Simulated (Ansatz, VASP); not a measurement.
Al3Cu in VASP and in Ansatz

```
CELL_PARAMETERS angstrom
2.85699 0.00000 0.00000
0.00000 2.85699 0.00000
0.00000 0.00000 7.36411
ATOMIC_POSITIONS crystal
Al 0.00000 0.00000 0.50000
Al 0.50000 0.50000 0.22264
Al 0.50000 0.50000 0.77736
Cu 0.00000 0.00000 0.00000
```

Change from the starting cell: strain +0.030 along x and y, -0.030 along z, atoms carried along.

Alike in both runs: task single point; functional r2SCAN; k mesh 18 × 18 × 6; occupations gaussian, width 0.15 eV; no spin polarisation.

|  | VASP | Ansatz |
| --- | --- | --- |
| version | VASP 6.6.1 | Ansatz 0.2.0 |
| potentials or method | VASP PAW PBE potentials, release 64 (Al, Cu), cutoff 520 eV | scalar-relativistic, plane waves, PAW |
| valence electrons in the cell | 20 | 28 |

VASP gave:

- gap on the k mesh at the Fermi level (eV): none
- pressure (GPa): -3.1
- traceless stress, the component that is largest in VASP (GPa): 4.42
- rms of the force components (eV/Å): 0.023

Task: Estimate Ansatz's values.

Result: gap on the k mesh at the Fermi level (eV): none; pressure (GPa): -3.0; traceless stress, the component that is largest in VASP (GPa): 4.44; rms of the force components (eV/Å): 0.030.

VASP's potentials were made for PBE, not for r2SCAN. Atom by atom the forces differ by 0.007 eV/Å (rms over components). A gap of «none» marks a metal or a gap that the smearing closes. VASP's potentials hold 20 valence electrons a cell and Ansatz's 28, so a difference there can come from the potentials and not from the codes.
